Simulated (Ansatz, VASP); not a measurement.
**One calculation of BiSe4, two programs**

```xyz
5
Lattice="-3.3604 3.3604 3.3604 3.3604 -3.3604 3.3604 3.3604 3.3604 -3.3604" Properties=species:S:1:pos:R:3 pbc="T T T"
Bi    0.0000    0.0000    0.0000
Se    1.6802    1.6802    1.6802
Se    1.6802    1.6802   -1.6802
Se    1.6802   -1.6802    1.6802
Se   -1.6802    1.6802    1.6802
```

Alike in both runs: functional PBE; k mesh 4 × 4 × 4; occupations gaussian, width 0.1 eV; no spin polarisation.

Ansatz relaxed the structure, and its values are those at the end. VASP's run is a single point on that final structure, the one shown.

```csv
,VASP,Ansatz
version,VASP 6.6.1,Ansatz 0.2.0
potentials or method,"VASP PAW PBE potentials, release 64 (Bi_d, Se), cutoff 520 eV","scalar-relativistic, plane waves, PAW"
valence electrons in the cell,39,79
```

```tsv
	VASP	Ansatz	Ansatz less VASP
gap on the k mesh at the Fermi level (eV)	none	none	-
pressure (GPa)	-0.1	-0.1	0.00
```

A gap of «none» marks a metal or a gap that the smearing closes. VASP's potentials hold 39 valence electrons a cell and Ansatz's 79, so a difference there can come from the potentials and not from the codes.

Spin-orbit coupling is off throughout.
